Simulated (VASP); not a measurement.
ScGa3As2, 6 atoms in the cell. It takes space group P-3m1 (No. 164, trigonal). Conventional cell: a = 3.915 Å, b = 3.915 Å, c = 9.530 Å, α = 90.00°, β = 90.00°, γ = 120.00°. Sc (site symmetry -3m) has 6 As at 2.78 Å and 6 Ga at 3.74 Å and 6 Sc at 3.92 Å within 4.0 Å. Ga (site symmetry 3m) has 3 As at 2.64 Å and 3 Ga at 2.88 Å within 3.5 Å. Within 4.0 Å of Ga (site symmetry -3m) lie 12 Ga at 2.88 to 3.92 Å and 6 As at 3.87 Å. As (site symmetry 3m) has 3 Ga at 2.64 Å and 3 Sc at 2.78 Å within 3.5 Å. The cell was generated, and may not be a known phase.

| Quantity | Value |
| --- | --- |
| Program | VASP 6.6.1 |
| Task | single point |
| Functional | PBE |
| Potentials or basis | VASP PAW PBE potentials, release 64 (Sc_sv, Ga_d, As) |
| Cutoff | 520 eV |
| k mesh | 12 × 12 × 4 |
| Occupations | gaussian, width 0.1 eV |
| Spin | no spin polarisation |
| Dipole correction | no |
| Further INCAR settings | ALGO = Fast; EDIFF = 1e-07; NBANDS = 39 |

Potentials or basis: VASP PAW PBE potentials, release 64 (Sc_sv, Ga_d, As).

The run is started by

```console
$ cat potpaw_PBE.64/Sc_sv/POTCAR potpaw_PBE.64/Ga_d/POTCAR potpaw_PBE.64/As/POTCAR > POTCAR
$ mpirun -np 1 vasp_std > vasp.out
```

Hardware: 1 thread of Intel Xeon 8259CL, with other jobs on the host.

Estimate the wall time of this run.

Run time: 17 min on 1 thread of Intel Xeon 8259CL, on a shared host, peak memory 0.46 GiB. Counts: scf iterations 19, k points 69.
